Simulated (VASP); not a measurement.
A run of VASP 6.6.1:

INCAR

```
SYSTEM = GaN
PREC = Accurate
ENCUT = 520
EDIFF = 1E-6
ISMEAR = 0
SIGMA = 0.02
LREAL = .False.
LASPH = .True.
NELM = 100
ALGO = Normal
ISIF = 2
LWAVE = .False.
LCHARG = .False.
GGA = PE
NBANDS = 16
```

Contents of KPOINTS:

```
regular mesh
0
Gamma
  8 8 8
  0 0 0
```

Contents of POSCAR:

```
GaN
1.0
    0.0450700200      2.2760360100      2.2760360100
    2.2760360100      0.0450700200      2.2760360100
    2.2760360100      2.2760360100      0.0450700200
Ga N
1 1
Direct
    0.0000000000      0.0000000000      0.0000000000
    0.7500000000      0.7500000000      0.7500000000
```

Potentials or basis: VASP PAW PBE potentials, release 64 (Ga_d, N).

The run is started by

```sh
$ cat potpaw_PBE.64/Ga_d/POTCAR potpaw_PBE.64/N/POTCAR > POTCAR
$ mpirun -np 1 vasp_std > vasp.out
```

Hardware: 1 thread of AMD EPYC 7R13, on a shared host.

Q: Estimate the wall time of this run.

A: It took 42 s on 1 thread of AMD EPYC 7R13, on a shared host, peak memory 0.12 GiB. Counts: scf iterations 13, k points 65.
